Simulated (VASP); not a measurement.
# Si16O (a cell with a defect) in VASP: further runs

The runs below take Si16O (a cell with a defect) through single point, with PBE.

Program: VASP 6.6.1. These are calculated values, not measurements. Logs are shortened: lines on timing, memory, paths and dates and some standing lists are left out, and cuts for length are marked.

## (1) The cell of the first run

The cell holds a defect, 17 atoms: a = 7.679 Å, b = 7.679 Å, c = 7.679 Å, α = 60.00°, β = 60.00°, γ = 60.00°.

## (2) Single point, PBE, collinear spin, ferromagnetic start

The input, INCAR:

```
PREC     = Accurate       # precision mode
ENCUT    = 520            # plane-wave cutoff, eV
EDIFF    = 1E-7           # SCF threshold, eV
ISMEAR   = 0              # smearing method
SIGMA    = 0.05           # smearing width, eV
LREAL    = Auto         
LASPH    = True           # aspherical terms in the spheres
NELM     = 150            # most SCF steps
ALGO     = Normal         # electronic algorithm
ISIF     = 2              # what is computed and relaxed
LWAVE    = False          # write WAVECAR
LCHARG   = False          # write CHGCAR
ISPIN    = 2              # spin polarisation
MAGMOM   = 0 0 0 0 0 0 0 0 0 0 0 0 0 0 0 0 1 # initial moments
LORBIT   = 11             # projections on sites
GGA      = PE             # functional
NBANDS   = 53             # bands
```

The input, KPOINTS:

```
Automatic mesh
0
Gamma
  2 2 2
```

The input, POSCAR:

```
Si16O
1.0
    0.0000000000      5.4300000000      5.4300000000
    5.4300000000      0.0000000000      5.4300000000
    5.4300000000      5.4300000000      0.0000000000
Si O
16 1
Direct
   -0.0051120809     -0.0050437739     -0.0021619340
    0.1122680888      0.0748870116      0.1658405345
    0.0000147853     -0.0574553035      0.5370236411
    0.1223242820      0.1059035826      0.6244092343
   -0.0481354233      0.5442444547      0.0050702825
    0.1191823186      0.6255240064      0.1219821249
   -0.0074646147      0.4814125390      0.4979520855
    0.1255123609      0.5709823148      0.6488862686
    0.4686609440      0.0471728053     -0.0080275750
    0.6189101059      0.1376828950      0.1247749708
    0.4964180590     -0.0033497732      0.4989387622
    0.6249694327      0.1212933680      0.6206343454
    0.4926551160      0.5131592827     -0.0053336643
    0.5807628013      0.6756791177      0.1171095536
    0.4968442498      0.4971195706      0.4922134140
    0.6183461568      0.6221283577      0.6205967778
    0.9315795181      0.3096226446      0.1873233780
```

Potentials or basis: VASP PAW PBE potentials, release 64 (Si, O).

On the command line:

```sh
$ cat potpaw_PBE.64/Si/POTCAR potpaw_PBE.64/O/POTCAR > POTCAR
$ mpirun -np 1 vasp_std > vasp.out
```

OUTCAR:

```text
PREC = Accurate
   ENCUT = 520
   EDIFF = 1E-7
   ISMEAR = 0
   LREAL = Auto
   LASPH = True
   NELM = 150
   ISIF = 2
   ISPIN = 2
   LORBIT = 11
   GGA = PE

 ion  position               nearest neighbor table
   1  0.995  0.995  0.998-   2 2.32   6 2.32   4 2.34  10 2.36
   2  0.112  0.075  0.166-  17 1.66   1 2.32   9 2.32   3 2.33   5 2.94
   3  0.000  0.943  0.537-   2 2.33   8 2.33   4 2.36  12 2.38
   4  0.122  0.106  0.624-   1 2.34  11 2.35   7 2.35   3 2.36
   5  0.952  0.544  0.005-  17 1.66   6 2.32   8 2.32  14 2.33   2 2.94
   6  0.119  0.626  0.122-   5 2.32   1 2.32  13 2.34   7 2.36
   7  0.993  0.481  0.498-  16 2.35   8 2.35   4 2.35   6 2.36
   8  0.126  0.571  0.649-   5 2.32   3 2.33  15 2.35   7 2.35
   9  0.469  0.047  0.992-   2 2.32  14 2.33  12 2.35  10 2.35
  10  0.619  0.138  0.125-  11 2.35   9 2.35  13 2.35   1 2.36
  11  0.496  0.997  0.499-   4 2.35  16 2.35  10 2.35  12 2.35
  12  0.625  0.121  0.621-  11 2.35   9 2.35  15 2.36   3 2.38
  13  0.493  0.513  0.995-   6 2.34  16 2.35  10 2.35  14 2.36
  14  0.581  0.676  0.117-   5 2.33   9 2.33  13 2.36  15 2.38
  15  0.497  0.497  0.492-  16 2.35   8 2.35  12 2.36  14 2.38
  16  0.618  0.622  0.621-  13 2.35  11 2.35   7 2.35  15 2.35
  17  0.932  0.310  0.187-   2 1.66   5 1.66

  LATTYP: Found a face centered cubic cell.
 ALAT       =    10.8600000000

  Lattice vectors:

 A1 = (   0.0000000000,   5.4300000000,   5.4300000000)
 A2 = (   5.4300000000,   0.0000000000,   5.4300000000)
 A3 = (   5.4300000000,   5.4300000000,   0.0000000000)

Analysis of symmetry for initial positions (statically):
=====================================================================
 Subroutine PRICEL returns:
 Original cell was already a primitive cell.

 Routine SETGRP: Setting up the symmetry group for a
 face centered cubic supercell.

 Subroutine GETGRP returns: Found  1 space group operations
 (whereof  1 operations were pure point group operations)
 out of a pool of 48 trial point group operations.

The static configuration has the point symmetry C_1 .

Analysis of symmetry for dynamics (positions and initial velocities):
=====================================================================
 Subroutine PRICEL returns:
 Original cell was already a primitive cell.

 Routine SETGRP: Setting up the symmetry group for a
 face centered cubic supercell.

 Subroutine GETGRP returns: Found  1 space group operations
 (whereof  1 operations were pure point group operations)
 out of a pool of 48 trial point group operations.

The dynamic configuration has the point symmetry C_1 .

Analysis of structural, dynamic, and magnetic symmetry:
=====================================================================
 Subroutine PRICEL returns:
 Original cell was already a primitive cell.

 Routine SETGRP: Setting up the symmetry group for a
 face centered cubic supercell.

 Subroutine GETGRP returns: Found  1 space group operations
 (whereof  1 operations were pure point group operations)
 out of a pool of 48 trial point group operations.

The overall configuration has the point symmetry C_1 .

 Subroutine INISYM returns: Found  1 space group operations
 (whereof  1 operations are pure point group operations),
 and found     1 'primitive' translations

----------------------------------------------------------------------------------------

                                     Primitive cell

  volume of cell :     320.2060

  direct lattice vectors                    reciprocal lattice vectors
     0.000000000  5.430000000  5.430000000    -0.092081031  0.092081031  0.092081031
     5.430000000  0.000000000  5.430000000     0.092081031 -0.092081031  0.092081031
     5.430000000  5.430000000  0.000000000     0.092081031  0.092081031 -0.092081031

  length of vectors
     7.679179644  7.679179644  7.679179644     0.159489025  0.159489025  0.159489025

  position of ions in fractional coordinates (direct lattice)
     0.994887919  0.994956226  0.997838066
     0.112268089  0.074887012  0.165840534
     0.000014785  0.942544697  0.537023641
     0.122324282  0.105903583  0.624409234
     0.951864577  0.544244455  0.005070283
     0.119182319  0.625524006  0.121982125
[... 9 lines left out ...]
     0.618346157  0.622128358  0.620596778
     0.931579518  0.309622645  0.187323378

[... 62 lines left out ...]
   NGX,Y,Z   is equivalent  to a cutoff of  12.99, 12.99, 12.99 a.u.
   NGXF,Y,Z  is equivalent  to a cutoff of  25.98, 25.98, 25.98 a.u.
 SYSTEM =  unknown system
   PREC   = accura    normal or accurate (medium, high low for compatibility)
   ISTART =      0    job   : 0-new  1-cont  2-samecut
   ICHARG =      2    charge: 1-file 2-atom 10-const
   ISPIN  =      2    spin polarized calculation?
   LNONCOLLINEAR =      F non collinear calculations
   LSORBIT =      F    spin-orbit coupling
   LASPH  =      T    aspherical Exc in radial PAW
   ENCUT  =  520.0 eV  38.22 Ry    6.18 a.u.  14.28 14.28 14.28*2*pi/ulx,y,z
   NELM   =    150;   NELMIN=  2; NELMDL= -5     # of ELM steps
   EDIFF  = 0.1E-06   stopping-criterion for ELM
   LREAL  =      T    real-space projection
   EDIFFG = 0.1E-05   stopping-criterion for IOM
   NSW    =      0    number of steps for IOM
   IBRION =     -1    ionic relax: 0-MD 1-quasi-New 2-CG
   NFREE  =      0    steps in history (QN), initial steepest desc. (CG)
   ISIF   =      2    stress and relaxation
   ISYM   =      2    0-nonsym 1-usesym 2-fastsym
   POTIM  = 0.5000    time-step for ionic-motion
   TEBEG  =    0.0;   TEEND  =   0.0 temperature during run
   PSTRESS=    0.0 pullay stress
   NELECT =      70.0000    total number of electrons
   NUPDOWN=      -1.0000    fix difference up-down
   EMIN   =  10.00;   EMAX   =-10.00  energy-range for DOS
   EFERMI =   0.00;   METHOD = LEGACY
   ISMEAR =     0;   SIGMA  =   0.05  broadening in eV -4-tet -1-fermi 0-gaus
   EFERMI_NEDOS =   21; number of points for ismear=-14 and -15
   IALGO  =     38    algorithm
   IMIX   =      4    mixing-type and parameters
     AMIX     =   0.40;   BMIX     =  1.00
     AMIX_MAG =   1.60;   BMIX_MAG =  1.00
  volume/ion in A,a.u.               =      18.84       127.11
  Fermi-wavevector in a.u.,A,eV,Ry     =   0.986199  1.863645 13.232857  0.972588
  Thomas-Fermi vector in A             =   2.117562
   LORBIT       =     11    0 simple, 1 ext, 2 COOP (PROOUT), +10 PAW based schemes
   GGA     = PE    functional components
   LHFCALC =     F    Hartree Fock is set to
   AEXX    =    0.0000 exact exchange contribution
   IVDW    =     0    specifies the selected vdW correction
   LEPSILON=     F    determine dielectric tensor
   LRPA    =     F    only Hartree local field effects (RPA)
 spin polarized calculation
 Gauss-broadening in eV      SIGMA  =   0.05
  energy-cutoff  :      520.00
  volume of cell :      320.21
 maximum number of plane-waves:      8646
 NGX is ok and might be reduce to    60
   NGX = 29   NGY = 29   NGZ = 29

 number of electron      70.0000001 magnetization      -0.0000908

 number of electron      70.0000001 magnetization       0.0000166

 Free energy of the ion-electron system (eV)
  ---------------------------------------------------
  ext. energy  EPLUGINS =         0.00000000
  ---------------------------------------------------
  free energy    TOTEN  =       -92.69624044 eV

  energy without entropy =      -92.69624044  energy(sigma->0) =      -92.69624044

 E-fermi :   6.1273     XC(G=0):  -9.5327

 val. band max:        5.8792116543   @ k =   0.0000   0.0000   0.0000
 cond. band min:       6.3732617733   @ k =   0.0000   0.0000   0.0000
 fundamental gap:      0.4940501190
 Fermi energy:         6.1273393896

 spin component 1

 k-point     1 :       0.0000    0.0000    0.0000
  band No.  band energies     occupation
      1     -14.4373      1.00000
      2      -5.8120      1.00000
      3      -4.3822      1.00000
      4      -3.6906      1.00000
      5      -3.6667      1.00000
      6      -3.3249      1.00000
[... 389 lines left out ...]
     46      10.3389      0.00000
     47      10.4265      0.00000
 Fermi energy:         6.1273393896

 spin component 2

 k-point     1 :       0.0000    0.0000    0.0000
  band No.  band energies     occupation
      1     -14.4373      1.00000
      2      -5.8120      1.00000
      3      -4.3822      1.00000
      4      -3.6906      1.00000
      5      -3.6667      1.00000
      6      -3.3249      1.00000
[... 389 lines left out ...]
     46      10.3389      0.00000
     47      10.4265      0.00000
 [bands above 47 left out]

------------------------ aborting loop because EDIFF is reached ----------------------------------------

  FORCE on cell =-STRESS in cart. coord.  units (eV):
  Direction    XX          YY          ZZ          XY          YZ          ZX
  --------------------------------------------------------------------------------------
  -------------------------------------------------------------------------------------
  Total        8.4227052      9.0339041      8.4424912     -2.2964360     -2.2531371      3.0138187
  in kB       42.1437038     45.2018878     42.2427046    -11.4904077    -11.2737583     15.0798918
  external PRESSURE =      43.1960987 kB  Pullay stress =       0.0000000 kB

 VOLUME and BASIS-vectors are now :
 -----------------------------------------------------------------------------
  energy-cutoff  :      520.00
  volume of cell :      320.21
      direct lattice vectors                 reciprocal lattice vectors
     0.000000000  5.430000000  5.430000000    -0.092081031  0.092081031  0.092081031
     5.430000000  0.000000000  5.430000000     0.092081031 -0.092081031  0.092081031
     5.430000000  5.430000000  0.000000000     0.092081031  0.092081031 -0.092081031

 POSITION                                       TOTAL-FORCE (eV/Angst)
 -----------------------------------------------------------------------------------
     10.82087     10.82050     10.80485        -0.003288      0.005004     -0.002230
      1.30715      1.51013      1.01625        -0.035462      0.031208     -0.022563
      8.03406      2.91612      5.11810        -0.002312     -0.004620      0.006175
      3.96560      4.05476      1.23928        -0.000819     -0.000173      0.000975
      2.98278      5.19616      8.12387         0.023026     -0.032629      0.036193
      4.05896      1.30952      4.04376        -0.001521     -0.003873      0.001919
[... 9 lines left out ...]
      6.74800      6.72746      6.73578         0.000379     -0.000096      0.000764
      2.69842      6.07564      6.73973         0.017575      0.000307     -0.019043
 -----------------------------------------------------------------------------------
    total drift:                               -0.006226     -0.000100     -0.003773

  FREE ENERGIE OF THE ION-ELECTRON SYSTEM (eV)
  ---------------------------------------------------
  free  energy   TOTEN  =       -92.6962404403 eV

  energy  without entropy=      -92.6962404403  energy(sigma->0) =      -92.69624044

 total charge

# of ion       s       p       d       tot
------------------------------------------
    1        0.744   0.977   0.000   1.722
    2        0.742   0.945   0.000   1.687
    3        0.749   0.955   0.000   1.704
    4        0.739   0.954   0.000   1.693
    5        0.742   0.945   0.000   1.687
    6        0.744   0.977   0.000   1.721
[... 9 lines left out ...]
   16        0.738   0.960   0.000   1.698
   17        1.576   3.598   0.000   5.174
--------------------------------------------------
tot         13.462  18.889   0.000  32.350

 magnetization (x)

# of ion       s       p       d       tot
------------------------------------------
    1       -0.000  -0.000   0.000  -0.000
    2        0.000   0.000   0.000   0.000
    3        0.000  -0.000   0.000   0.000
    4       -0.000  -0.000   0.000  -0.000
    5        0.000   0.000   0.000   0.000
    6       -0.000  -0.000   0.000  -0.000
[... 9 lines left out ...]
   16       -0.000  -0.000   0.000  -0.000
   17        0.000  -0.000   0.000  -0.000
--------------------------------------------------
tot         -0.000  -0.000   0.000  -0.000
```

Run time: 6 min. Hardware: 1 thread of Intel Xeon 6975P-C (Granite Rapids), shared host; peak memory 0.71 GiB.

What came out:

```yaml
Free_energy: -92.6962 eV
Pressure: 4.3 GPa
Largest_force: 0.054 eV/Å
Band_gap_on_the_k_mesh: 0.49 eV
Net_moment: 0.00 μB per cell
Valence_electrons_inside_the_program's_atomic_spheres: Si 1.72, 1.69, 1.70, 1.71, 1.68 (each value once); O 5.17
```

Forces in eV/Å, atoms in the order of the input:
```
Si  -0.003  0.005 -0.002
Si  -0.035  0.031 -0.023
Si  -0.002 -0.005  0.006
Si  -0.001  0.000  0.001
Si   0.023 -0.033  0.036
Si  -0.002 -0.004  0.002
Si  -0.002 -0.001 -0.002
Si   0.010 -0.001 -0.001
Si  -0.002  0.002 -0.008
Si   0.001  0.000  0.002
Si  -0.001  0.000 -0.001
Si  -0.001 -0.005  0.004
Si   0.003  0.001  0.003
Si  -0.004  0.004  0.002
Si  -0.002  0.006  0.000
Si   0.000  0.000  0.001
O    0.018  0.000 -0.019
```

Stress tensor (GPa, compression positive):
```
 4.21 -1.15  1.51
-1.15  4.52 -1.13
 1.51 -1.13  4.22
```

Caveat: the k points lie up to 0.50 Å⁻¹ apart.

## (3) Single point, PBE, collinear spin, ferromagnetic start

The input, INCAR:

```
ALGO = Normal
EDIFF = 1E-6
ENCUT = 520
GGA = PE
ISIF = 2
ISMEAR = 0
ISPIN = 2
LASPH = T
LCHARG = T
LELF = T
LORBIT = 11
LREAL = Auto
LVHAR = T
LWAVE = F
MAGMOM = 0 0 0 0 0 0 0 0 0 0 0 0 0 0 0 0 1
NBANDS = 53
NELM = 150
PREC = Accurate
SIGMA = 0.05
```

The input, KPOINTS:

```
k-points
0
Gamma
  2 2 2
```

The input, POSCAR:

```
Si16O
1.0
    0.0000000000      5.4300000000      5.4300000000
    5.4300000000      0.0000000000      5.4300000000
    5.4300000000      5.4300000000      0.0000000000
Si O
16 1
Direct
   -0.0216425962      0.0002834417      0.0019842648
    0.0978929116      0.1261482600      0.1320695654
   -0.0127501999      0.0038533550      0.5062004176
    0.1179390656      0.1258864953      0.6279894425
   -0.0090164754      0.5021367411      0.0048981664
    0.1114237081      0.6267871267      0.1292001363
    0.0073169212      0.5000298507      0.5051531818
    0.1267861820      0.6297592120      0.6314766671
    0.4715740433     -0.0239040684     -0.0005576423
    0.6053163277      0.0887005412      0.1244686345
    0.4927817982      0.0047612375      0.4996010605
    0.6123408322      0.1325333132      0.6280839113
    0.4768948170      0.4597276999      0.0124878677
    0.6256497775      0.6193906021      0.1735686394
    0.4999198416      0.5075764455      0.5445671164
    0.6337866975      0.6332914866      0.6565520863
    0.5482467381      0.4398739298      0.1954321643
```

Potentials or basis: VASP PAW PBE potentials, release 64 (Si, O).

On the command line:

```sh
$ cat potpaw_PBE.64/Si/POTCAR potpaw_PBE.64/O/POTCAR > POTCAR
$ mpirun -np 1 vasp_std > vasp.out
```

It took 5.5 min on 1 thread of Intel Xeon 6975P-C (Granite Rapids), shared host; peak memory 0.69 GiB.

Results (log left out):

| Item | Value |
| --- | --- |
| Free energy | -92.6959 eV |
| Pressure | 4.3 GPa |
| Largest force | 0.060 eV/Å |
| Band gap on the k mesh | 0.49 eV |
| Net moment | 0.00 μB per cell |
| Valence electrons inside the program's atomic spheres | Si 1.69, 1.70, 1.72, 1.71, 1.68 (each value once); O 5.17 |

Forces in eV/Å, atoms in the order of the input:
```
Si   0.001  0.003 -0.002
Si  -0.004  0.000  0.002
Si   0.003  0.001 -0.003
Si  -0.003 -0.003  0.002
Si   0.008 -0.003 -0.008
Si   0.000 -0.003  0.001
Si   0.005 -0.004 -0.001
Si   0.000  0.002  0.000
Si  -0.001  0.007 -0.008
Si   0.003 -0.001  0.001
Si  -0.004  0.006 -0.001
Si  -0.003 -0.002 -0.001
Si  -0.041 -0.042 -0.011
Si   0.013  0.008  0.042
Si  -0.004 -0.011 -0.015
Si   0.001 -0.005  0.000
O    0.026  0.046  0.001
```

Stress tensor (GPa, compression positive):
```
4.52 1.13 1.16
1.13 4.23 1.50
1.16 1.50 4.20
```

Levels at points of the mesh, in eV from the valence-band top:
Spin up:
```csv
k point,band 33,band 34,band 35,band 36,band 37,band 38
"(0.00, 0.00, 0.00)",-0.32,-0.06,0.00,0.49,0.79,0.82
"(0.50, 0.00, 0.00)",-0.75,-0.63,-0.56,1.21,1.47,1.61
"(0.00, 0.50, 0.00)",-0.79,-0.61,-0.55,1.32,1.43,1.59
"(0.00, 0.00, 0.50)",-0.80,-0.62,-0.54,1.32,1.43,1.59
"(0.50, 0.50, 0.50)",-0.67,-0.66,-0.06,1.16,1.46,1.54
"(0.50, 0.50, 0.00)",-1.26,-1.18,-0.47,1.27,1.47,2.33
"(0.00, 0.50, 0.50)",-1.33,-1.02,-0.94,1.43,1.48,2.31
"(0.50, 0.00, 0.50)",-1.26,-1.18,-0.52,1.28,1.47,2.33
```
Spin down:
| k point | band 31 | band 32 | band 33 | band 34 | band 35 | band 36 | band 37 | band 38 | band 39 | band 40 |
| --- | --- | --- | --- | --- | --- | --- | --- | --- | --- | --- |
| (0.00, 0.00, 0.00) | -0.96 | -0.92 | -0.32 | -0.06 | 0.00 | 0.49 | 0.79 | 0.82 | 0.99 | 1.18 |
| (0.50, 0.00, 0.00) | -1.47 | -1.22 | -0.75 | -0.63 | -0.56 | 1.21 | 1.47 | 1.61 | 1.67 | 1.73 |
| (0.00, 0.50, 0.00) | -1.44 | -1.22 | -0.79 | -0.61 | -0.55 | 1.32 | 1.43 | 1.59 | 1.71 | 1.79 |
| (0.00, 0.00, 0.50) | -1.45 | -1.21 | -0.80 | -0.62 | -0.54 | 1.32 | 1.43 | 1.59 | 1.71 | 1.80 |
| (0.50, 0.50, 0.50) | -1.41 | -0.74 | -0.67 | -0.66 | -0.06 | 1.16 | 1.46 | 1.54 | 1.57 | 1.72 |
| (0.50, 0.50, 0.00) | -1.50 | -1.43 | -1.26 | -1.18 | -0.47 | 1.27 | 1.47 | 2.33 | 2.40 | 2.51 |
| (0.00, 0.50, 0.50) | -1.44 | -1.36 | -1.33 | -1.02 | -0.94 | 1.43 | 1.48 | 2.31 | 2.41 | 2.55 |
| (0.50, 0.00, 0.50) | -1.50 | -1.43 | -1.26 | -1.18 | -0.52 | 1.28 | 1.47 | 2.33 | 2.41 | 2.51 |

Caveat: the k points lie up to 0.50 Å⁻¹ apart.
